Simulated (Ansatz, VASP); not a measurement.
ZnO: VASP beside Ansatz

```
Zn O
1.0
     3.28797    0.00000    0.00000
    -1.64398    2.84746    0.00000
     0.00000    0.00000    7.34435
Zn O
2 2
Direct
  0.00000 0.00000 0.75000
  0.00000 0.00000 0.25000
  0.33333 0.66667 0.25000
  0.66667 0.33333 0.75000
```

Change from the starting cell: strain +0.000 along x and y, +0.030 along z, atoms carried along.

Alike in both runs: task single point; functional PBE; dispersion D3(BJ); k mesh 9 × 9 × 4; occupations gaussian, width 0.05 eV; no spin polarisation.

|  | VASP | Ansatz |
| --- | --- | --- |
| version | VASP 6.6.1 | Ansatz 0.2.0 |
| potentials or method | VASP PAW PBE potentials, release 64 (Zn, O), cutoff 520 eV | scalar-relativistic, plane waves, PAW |
| valence electrons in the cell | 36 | 36 |

VASP gave:

| Property | Result |
| --- | --- |
| gap on the k mesh at the Fermi level (eV) | 0.86 |
| least direct gap on the mesh (eV) | 0.86 |
| pressure (GPa) | -1.5 |
| traceless stress, the component that is largest in VASP (GPa) | -0.12 |

Which values does Ansatz return?

gap on the k mesh at the Fermi level (eV): 0.86; least direct gap on the mesh (eV): 0.86; pressure (GPa): -2.3; traceless stress, the component that is largest in VASP (GPa): 0.69.
